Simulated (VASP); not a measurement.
Wanted: the native input for a VASP 6.6.1 run.

- Task: relaxation of cell and atoms
- Functional: PBE
- Potentials or basis: VASP PAW PBE potentials, release 64 (Hg, Te)
- Cutoff: 600 eV
- k mesh: 7 × 7 × 7
- Occupations: fermi-dirac, width 0.05 eV
- Spin: no spin polarisation
- Target pressure: 5 GPa
- Dipole correction: no
- Further INCAR settings: ALGO = Normal; EDIFF = 1e-06; IBRION = 2; EDIFFG = -0.01; NSW = 60; ISIF = 3

The structure of HgTe (Coloradoite) lies in POSCAR:

```
HgTe
1.0
    0.0000000000      3.2145000000      3.2145000000
    3.2145000000      0.0000000000      3.2145000000
    3.2145000000      3.2145000000      0.0000000000
Hg Te
1 1
Direct
    0.0000000000      0.0000000000      0.0000000000
    0.7500000000      0.7500000000      0.7500000000
```

One way to write it, as run:

INCAR

```
SYSTEM = HgTe
ALGO = Normal
EDIFF = 1E-6
EDIFFG = -0.01
ENCUT = 600
GGA = PE
IBRION = 2
ISIF = 3
ISMEAR = -1
LASPH = .True.
LCHARG = .False.
LREAL = .False.
LWAVE = .False.
NELM = 80
NSW = 60
PREC = Accurate
PSTRESS = 50.0
SIGMA = 0.05
```

KPOINTS

```
k-points
0
Gamma
  7 7 7
  0 0 0
```

Potentials or basis: VASP PAW PBE potentials, release 64 (Hg, Te).

Launch:

```console
$ cat potpaw_PBE.64/Hg/POTCAR potpaw_PBE.64/Te/POTCAR > POTCAR
$ mpirun -np 1 vasp_std > vasp.out
```

Results of the run:

| Quantity | Value |
| --- | --- |
| Relaxed volume | 33.03 Å³/atom |
| Relaxed cell | a = 4.537 Å, b = 4.537 Å, c = 4.537 Å, α = 60.00°, β = 60.00°, γ = 60.00° |
| Space group after relaxing (to 0.05 Å) | F-43m (No. 216) |
| Energy change on relaxing (the enthalpy is what falls) | +5.7 meV/atom |
| Ionic steps | 3 |
| Pressure after relaxing | 5.0 GPa |
| Band gap on the k mesh | zero (filled and empty bands touch) |

Caveat: the cell is relaxed towards a set pressure, so the enthalpy falls and the energy may rise; spin-orbit coupling is left out, which moves the levels of the heavy elements.

Wall time 70 s on 1 thread of Intel(R) Xeon(R) Platinum 8488C (Sapphire Rapids) (shared host), peak memory 0.2 GiB.
